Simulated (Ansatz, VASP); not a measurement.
**HfN in VASP and in Ansatz**

File POSCAR:

```
HfN
1.0
    0.0000000000      1.8539194030      1.8539194030
    1.8539194030      0.0000000000      1.8539194030
    1.8539194030      1.8539194030      0.0000000000
Hf N
1 1
Direct
    0.0000000000      0.0000000000      0.0000000000
    0.5000000000      0.5000000000      0.5000000000
```

INCAR.step1

```
SYSTEM = HfN
PREC = Accurate ; ENCUT = 520
ISMEAR = -1 ; SIGMA = 0.1
LREAL = .False. ; LASPH = .True.
NELM = 80 ; NBANDS = 14
GGA = PE ; ALGO = Normal
EDIFF = 1E-4 ; LWAVE = .True.
LCHARG = .False.
```

The input INCAR.step2:

```
SYSTEM = HfN
PREC = Accurate ; ENCUT = 520
EDIFF = 1E-6 ; ISMEAR = -1
SIGMA = 0.1 ; LREAL = .False.
LASPH = .True. ; NELM = 80
ALGO = Normal ; ISIF = 2
LWAVE = .False. ; LCHARG = .True.
METAGGA = R2SCAN ; LMIXTAU = .True.
LELF = .True. ; LVHAR = .True.
NBANDS = 14 ; ISTART = 1
```

KPOINTS

```
Automatic mesh
0
Gamma
  15 15 15
  0 0 0
```

Input for Ansatz:

```yaml
crystal:
  lattice:
    - [0.0, 1.853919403, 1.853919403]
    - [1.853919403, 0.0, 1.853919403]
    - [1.853919403, 1.853919403, 0.0]
  atoms:
    - { symbol: Hf, position: [0.0, 0.0, 0.0] }
    - { symbol: "N", position: [0.5, 0.5, 0.5] }
kpoints:
  mp_grid: { grid: [15, 15, 15] }
  band_path:
    path:
      - [0.0, 0.0, 0.0]
      - [0.5, 0.0, 0.5]
      - [0.625, 0.25, 0.625]
      - [0.375, 0.375, 0.75]
      - [0.0, 0.0, 0.0]
      - [0.5, 0.5, 0.5]
      - [0.5, 0.25, 0.75]
      - [0.5, 0.0, 0.5]
    npoints: 8
scf:
  occupations: { method: fermi_dirac, width: 0.1 }
hamiltonian:
  xc: r2scan
  pseudopotentials: { kind: paw }
output:
  forces: true
  stress: true
  eigenvalues: true
  populations: true
  dos: { projected: true, de: 0.2, e_range: [-14, 8] }
  write_density: true
  write_potential: true
  elf: true
  volumetric_format: npy
```

Change from the starting cell: volume scaled by 0.55, PAW files.

Alike in both runs: task single point; functional r2SCAN; k mesh 15 × 15 × 15; occupations fermi-dirac, width 0.1 eV; no spin polarisation.

|  | VASP | Ansatz |
| --- | --- | --- |
| version | VASP 6.6.1 | Ansatz 0.2.0 |
| potentials or method | VASP PAW PBE potentials, release 64 (Hf_pv, N) | PAW with Ansatz's default frozen-core files, scalar-relativistic |
| plane-wave cutoff (eV) | 520 | 500 |
| valence electrons in the cell | 15 | 31 |

```csv
,VASP,Ansatz,Ansatz less VASP
pressure (GPa),591.0,578.2,-12.75
```

VASP's potentials were made for PBE, not for r2SCAN. Both programs put the cell under a high pressure, so it lies far from rest at this level. VASP's potentials hold 15 valence electrons a cell and Ansatz's 31, so a difference there can come from the potentials and not from the codes.

Spin-orbit coupling is off throughout. Noted on VASP's run: the cell as given lies far from equilibrium.
